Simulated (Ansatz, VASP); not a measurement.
## Two plane-wave programs on C

```
C
1.0
     0.00000    1.78582    1.78582
     1.78582    0.00000    1.78582
     1.78582    1.78582    0.00000
C
2
Direct
  0.25000 0.25000 0.25000
  0.00000 0.00000 0.00000
```

Alike in both runs: functional PBE; k mesh 12 × 12 × 12; occupations gaussian, width 0.02 eV; no spin polarisation.

Ansatz relaxed the structure, and its values are those at the end. VASP's run is a single point on that final structure, the one shown.

|  | VASP | Ansatz |
| --- | --- | --- |
| version | VASP 6.6.1 | Ansatz 0.2.0 |
| potentials or method | VASP PAW PBE potentials, release 64 (C), cutoff 600 eV | scalar-relativistic, plane waves, PAW |
| valence electrons in the cell | 8 | 8 |

Ansatz gave:

```
gap on the k mesh at the Fermi level (eV) : 4.15
least direct gap on the mesh (eV)         : 5.58
pressure (GPa)                            : 0.0
```

Which values does VASP return?

gap on the k mesh at the Fermi level (eV): 4.14; least direct gap on the mesh (eV): 5.58; pressure (GPa): 0.0.
